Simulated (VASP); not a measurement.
Set up this calculation in VASP 6.6.1, as the native input.

| Item | Value |
| --- | --- |
| Task | relaxation of cell and atoms |
| Functional | PBE |
| Potentials or basis | VASP PAW PBE potentials, release 64 (Ge_d) |
| Cutoff | 600 eV |
| k mesh | 14 × 14 × 14 |
| Occupations | gaussian, width 0.1 eV |
| Spin | no spin polarisation |
| Dipole correction | no |
| Further INCAR settings | ALGO = Normal; EDIFF = 1e-07; IBRION = 2; EDIFFG = -0.005; NSW = 100; ISIF = 3 |

The structure of Ge lies in POSCAR:

```
Ge
1.0
    0.0000000000      2.8289100000      2.8289100000
    2.8289100000      0.0000000000      2.8289100000
    2.8289100000      2.8289100000      0.0000000000
Ge
2
Direct
    0.0000000000      0.0000000000      0.0000000000
    0.2500000000      0.2500000000      0.2500000000
```

These files were run (other wordings do the same):

INCAR

```
SYSTEM = Ge
ALGO     = Normal         ! electronic algorithm
EDIFF    = 1E-7           ! SCF threshold, eV
EDIFFG   = -0.005         ! ionic threshold
ENCUT    = 600            ! plane-wave cutoff, eV
GGA      = PE             ! functional
IBRION   = 2              ! ionic algorithm
ISIF     = 3              ! what is computed and relaxed
ISMEAR   = 0              ! smearing method
LASPH    = .True.         ! aspherical terms in the spheres
LCHARG   = .False.        ! write CHGCAR
LREAL    = .False.        ! projectors in reciprocal space
LWAVE    = .False.        ! write WAVECAR
NELM     = 80             ! most SCF steps
NSW      = 100            ! ionic steps
PREC     = Accurate       ! precision mode
SIGMA    = 0.1            ! smearing width, eV
```

KPOINTS

```
k-points
0
Gamma
  14 14 14
  0 0 0
```

Potentials or basis: VASP PAW PBE potentials, release 64 (Ge_d).

The run is started by

```console
$ cat potpaw_PBE.64/Ge_d/POTCAR > POTCAR
$ mpirun -np 1 vasp_std > vasp.out
```

Results of the run:

```json
{
  "Relaxed volume": "23.90 Å³/atom",
  "Relaxed cell": "a = 4.074 Å, b = 4.074 Å, c = 4.074 Å, α = 60.00°, β = 60.00°, γ = 60.00°",
  "Space group after relaxing (to 0.05 Å)": "Fd-3m (No. 227)",
  "Energy gained by relaxing": "13.5 meV/atom",
  "Ionic steps": "3",
  "Pressure after relaxing": "0.0 GPa",
  "Band gap on the k mesh": "zero (filled and empty bands touch)"
}
```

Run time: 5.2 min on 1 thread of Intel Xeon 6975P-C, with other jobs on the host, peak memory 0.24 GiB.
